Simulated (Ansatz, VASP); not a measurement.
## GePt in VASP and in Ansatz

```
Ge Pt
1.0
     5.76515    0.00000    0.00000
     0.00000    3.69921    0.00000
     0.00000    0.00000    6.11025
Ge Pt
4 4
Direct
  0.81584 0.75000 0.58721
  0.18416 0.25000 0.41279
  0.31584 0.75000 0.91279
  0.68416 0.25000 0.08721
  0.99856 0.75000 0.19131
  0.00144 0.25000 0.80869
  0.49856 0.75000 0.30869
  0.50144 0.25000 0.69131
```

Alike in both runs: functional PBE; dispersion D3(BJ); k mesh 6 × 10 × 6; occupations gaussian, width 0.1 eV; no spin polarisation.

Ansatz relaxed the structure, and its values are those at the end. VASP's run is a single point on that final structure, the one shown.

|  | VASP | Ansatz |
| --- | --- | --- |
| version | VASP 6.6.1 | Ansatz 0.2.0 |
| potentials or method | VASP PAW PBE potentials, release 64 (Ge_d, Pt), cutoff 520 eV | scalar-relativistic, plane waves, PAW |
| valence electrons in the cell | 96 | 128 |

|  | VASP | Ansatz | Ansatz less VASP |
| --- | --- | --- | --- |
| gap on the k mesh at the Fermi level (eV) | none | none | - |
| pressure (GPa) | 0.0 | 0.0 | -0.01 |
| rms of the force components (eV/Å) | 0.005 | 0.004 | -0.0010 |

A gap of «none» marks a metal or a gap that the smearing closes. VASP's potentials hold 96 valence electrons a cell and Ansatz's 128, so a difference there can come from the potentials and not from the codes.

Neither program's run includes spin-orbit coupling.
